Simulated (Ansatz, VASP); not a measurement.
BN in VASP and in Ansatz

```
B N
1.0
     2.50098    0.00000    0.00000
    -1.25049    2.16591    0.00000
     0.00000    0.00000    7.01164
B N
2 2
Direct
  0.33333 0.66667 0.25000
  0.66667 0.33333 0.75000
  0.33333 0.66667 0.75000
  0.66667 0.33333 0.25000
```

Change from the starting cell: strain +0.0200 x Voigt [0, 0, 1, 0, 0, 0], atoms carried along.

Alike in both runs: task single point; functional r2SCAN; k mesh 12 × 12 × 4; occupations gaussian, width 0.05 eV; no spin polarisation.

```csv
,VASP,Ansatz
version,VASP 6.6.1,Ansatz 0.2.0
potentials or method,"VASP PAW PBE potentials, release 64 (B, N), cutoff 520 eV","scalar-relativistic, plane waves, PAW"
valence electrons in the cell,16,16
```

|  | VASP | Ansatz | Ansatz less VASP |
| --- | --- | --- | --- |
| gap on the k mesh at the Fermi level (eV) | 4.96 | 4.92 | -0.039 |
| least direct gap on the mesh (eV) | 5.38 | 5.32 | -0.061 |
| pressure (GPa) | 0.2 | -0.1 | -0.37 |
| traceless stress, the component that is largest in VASP (GPa) | -0.83 | -0.19 | +0.647 |

VASP's potentials were made for PBE, not for r2SCAN.
